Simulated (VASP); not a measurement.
Rb4Sn2Au7, 13 atoms in the cell. It takes space group R-3m (No. 166, trigonal). The conventional cell has a = 6.857 Å, b = 6.857 Å, c = 29.167 Å, α = 90.00°, β = 90.00°, γ = 120.00°. Rb (site symmetry 3m) has 9 Au at 3.60 to 3.98 Å and 4 Rb at 3.73 to 4.15 Å and 6 Sn at 4.05 to 4.47 Å within 4.7 Å. Rb (site symmetry 3m) has 12 Au at 3.63 to 3.99 Å and 4 Rb at 3.73 to 4.09 Å and 4 Sn at 3.92 to 4.90 Å within 5.0 Å. Sn (site symmetry 3m) has 3 Au at 2.62 Å and 1 Sn at 2.91 Å within 3.5 Å. Within 3.6 Å of Au (site symmetry -3m) lie 6 Au at 2.77 Å. Au (site symmetry m) has 1 Sn at 2.62 Å and 3 Au at 2.77 to 2.78 Å and 2 Rb at 3.60 to 3.63 Å within 3.7 Å. 

* Program: VASP 6.6.1
* Task: single point
* Functional: r2SCAN
* Potentials or basis: VASP PAW PBE potentials, release 64 (Rb_sv, Sn_d, Au)
* Cutoff: 550 eV
* k mesh: 6 × 6 × 6
* Occupations: fermi-dirac, width 0.1 eV
* Spin: no spin polarisation
* Dipole correction: no
* Further INCAR settings: ALGO = Normal; EDIFF = 1e-06; NBANDS = 82

Potentials or basis: VASP PAW PBE potentials, release 64 (Rb_sv, Sn_d, Au).

Command:

```console
$ cat potpaw_PBE.64/Rb_sv/POTCAR potpaw_PBE.64/Sn_d/POTCAR potpaw_PBE.64/Au/POTCAR > POTCAR
$ cp INCAR.step1 INCAR
$ mpirun -np 4 vasp_std > vasp.out
$ cp INCAR.step2 INCAR
$ mpirun -np 4 vasp_std > vasp.out
```

Hardware: 4 MPI ranks on Intel(R) Xeon(R) Platinum 8259CL CPU @ 2.50GHz (Skylake/Cascade Lake), with other jobs on the host.

Problem. Estimate the wall time of this run.

Solution. Wall time 61 min on 4 MPI ranks on Intel(R) Xeon(R) Platinum 8259CL CPU @ 2.50GHz (Skylake/Cascade Lake), on a shared host, peak memory 1.7 GiB a rank. Counts: k points 32.
